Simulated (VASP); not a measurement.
# NbAs (I4_1md) in VASP: a series of runs, part 2 of 2

VASP 6.6.1.

**3. Single point, PBEsol**

This run uses another cell than the first one: it holds 4 atoms, not 8.

File INCAR:

```
PREC     = Accurate       # precision mode
ENCUT    = 520            # plane-wave cutoff, eV
EDIFF    = 1E-6           # SCF threshold, eV
ISMEAR   = 0              # smearing method
SIGMA    = 0.1            # smearing width, eV
LREAL    = False          # projectors in reciprocal space
LASPH    = True           # aspherical terms in the spheres
NELM     = 100            # most SCF steps
ALGO     = Normal         # electronic algorithm
ISIF     = 2              # what is computed and relaxed
LWAVE    = False          # write WAVECAR
LCHARG   = False          # write CHGCAR
GGA      = PS             # functional
NBANDS   = 26             # bands
```

File KPOINTS:

```
regular mesh
0
Gamma
  18 18 18
```

File POSCAR:

```
NbAs
1.0
   -1.7196532131      1.7196532131      5.7965408285
    1.7196532131     -1.7196532131      5.7965408285
    1.7196532131      1.7196532131     -5.7965408285
Nb As
2 2
Direct
    0.7487437889      0.7487437889      0.0000000000
    0.4987437889     -0.0012562111      0.5000000000
    0.1672562111      0.1672562111      0.0000000000
    0.9172562111      0.4172562111      0.5000000000
```

Potentials or basis: VASP PAW PBE potentials, release 64 (Nb_sv, As).

Started as:

```sh
cat potpaw_PBE.64/Nb_sv/POTCAR potpaw_PBE.64/As/POTCAR > POTCAR
mpirun -np 1 vasp_std > vasp.out
```

OUTCAR:

```text
PREC = Accurate
   ENCUT = 520
   EDIFF = 1E-6
   ISMEAR = 0
   LREAL = False
   LASPH = True
   NELM = 100
   ISIF = 2
   GGA = PS

 ion  position               nearest neighbor table
   1  0.749  0.749  0.000-   4 2.60   4 2.60   3 2.61   3 2.61   3 2.61   3 2.61
   2  0.499  0.999  0.500-   3 2.60   3 2.60   4 2.61   4 2.61   4 2.61   4 2.61
   3  0.167  0.167  0.000-   2 2.60   2 2.60   1 2.61   1 2.61   1 2.61   1 2.61
   4  0.917  0.417  0.500-   1 2.60   1 2.60   2 2.61   2 2.61   2 2.61   2 2.61

  LATTYP: Found a body centered tetragonal cell.
 ALAT       =     3.4393064262
 C/A-ratio  =     3.3707614909

  Lattice vectors:

 A1 = (  -1.7196532131,   1.7196532131,   5.7965408285)
 A2 = (   1.7196532131,  -1.7196532131,   5.7965408285)
 A3 = (   1.7196532131,   1.7196532131,  -5.7965408285)

Analysis of symmetry for initial positions (statically):
=====================================================================
 Subroutine PRICEL returns:
 Original cell was already a primitive cell.

 Routine SETGRP: Setting up the symmetry group for a
[... 173 lines left out ...]

 E-fermi :   9.6979     XC(G=0): -12.0354

 val. band max:        9.6948835756   @ k =  -0.1111   0.3889   0.1111
 cond. band min:       9.7004832474   @ k =  -0.0556   0.5000   0.0556
 fundamental gap:      0.0055996718
 Fermi energy:         9.6978672790

 k-point     1 :       0.0000    0.0000    0.0000
  band No.  band energies     occupation
      1     -45.2902      2.00000
      2     -45.2587      2.00000
      3     -21.5511      2.00000
      4     -21.4334      2.00000
      5     -21.4334      2.00000
      6     -21.2766      2.00000
[... 685 lines left out ...]
     25      14.3348      0.00000
     26      15.0279      0.00000

 [... further k-points ...]

------------------------ aborting loop because EDIFF is reached ----------------------------------------

  FORCE on cell =-STRESS in cart. coord.  units (eV):
  Direction    XX          YY          ZZ          XY          YZ          ZX
  --------------------------------------------------------------------------------------
  -------------------------------------------------------------------------------------
  Total        0.0814573      0.0814573      0.0425445      0.0000000      0.0000000      0.0000000
  in kB        1.9034005      1.9034005      0.9941298      0.0000000      0.0000000      0.0000000
  external PRESSURE =       1.6003102 kB  Pullay stress =       0.0000000 kB

 VOLUME and BASIS-vectors are now :
 -----------------------------------------------------------------------------
  energy-cutoff  :      520.00
  volume of cell :       68.57
      direct lattice vectors                 reciprocal lattice vectors
    -1.719653213  1.719653213  5.796540829     0.000000000  0.290756297  0.086258342
     1.719653213 -1.719653213  5.796540829     0.290756297  0.000000000  0.086258342
     1.719653213  1.719653213 -5.796540829     0.290756297  0.290756297  0.000000000

 POSITION                                       TOTAL-FORCE (eV/Angst)
 -----------------------------------------------------------------------------------
      0.00000      0.00000      8.68025        -0.000000      0.000000     -0.000993
      1.71965     -0.00000      5.78198         0.000000     -0.000000     -0.000993
      0.00000      0.00000      1.93901         0.000000     -0.000000      0.000993
      0.00000      1.71965      4.83729        -0.000000      0.000000      0.000993
 -----------------------------------------------------------------------------------
    total drift:                                0.000000      0.000000     -0.000214

  FREE ENERGIE OF THE ION-ELECTRON SYSTEM (eV)
  ---------------------------------------------------
  free  energy   TOTEN  =       -35.1270320861 eV

  energy  without entropy=      -35.1246361622  energy(sigma->0) =      -35.12583412
```

OSZICAR:

```text
N       E                     dE             d eps       ncg     rms          rms(c)
DAV:   1     0.351872373319E+03    0.35187E+03   -0.18950E+04 24968   0.137E+03
DAV:   2    -0.734092923203E+01   -0.35921E+03   -0.34919E+03 29962   0.499E+02
DAV:   3    -0.352050315797E+02   -0.27864E+02   -0.27394E+02 44984   0.105E+02
DAV:   4    -0.370993143442E+02   -0.18943E+01   -0.18829E+01 38032   0.221E+01
DAV:   5    -0.371553615933E+02   -0.56047E-01   -0.55996E-01 42026   0.407E+00    0.115E+01
DAV:   6    -0.351601378417E+02    0.19952E+01   -0.65756E+00 38376   0.181E+01    0.328E+00
DAV:   7    -0.351411615289E+02    0.18976E-01   -0.44108E-01 36100   0.373E+00    0.199E+00
DAV:   8    -0.351268177101E+02    0.14344E-01   -0.66013E-02 38274   0.155E+00    0.383E-01
DAV:   9    -0.351269467854E+02   -0.12908E-03   -0.48386E-03 39076   0.462E-01    0.227E-01
DAV:  10    -0.351270481779E+02   -0.10139E-03   -0.11199E-03 32756   0.297E-01    0.314E-02
DAV:  11    -0.351270350143E+02    0.13164E-04   -0.64256E-05 38976   0.617E-02    0.146E-02
DAV:  12    -0.351270323032E+02    0.27110E-05   -0.38554E-06 31508   0.211E-02    0.431E-03
DAV:  13    -0.351270320861E+02    0.21716E-06   -0.19833E-07 17230   0.451E-03
   1 F= -.35127032E+02 E0= -.35125834E+02  d E =-.239592E-02
```

It took 42 min on 1 thread of Intel Xeon 8259CL, shared host; peak memory 0.9 GiB.

What came out:

```yaml
Free_energy: -35.1270 eV
Pressure: 0.2 GPa
Band_gap_on_the_k_mesh: zero (bands 18 and 19 overlap by 0.04 eV)
```

Stress tensor (GPa, compression positive):
```
0.19 0.00 0.00
0.00 0.19 0.00
0.00 0.00 0.10
```

Caveat: the PAW data sets were made with another functional, which shifts forces and pressure a little.

The gap in the log of VASP goes by the Fermi energy; the results here count the filled bands.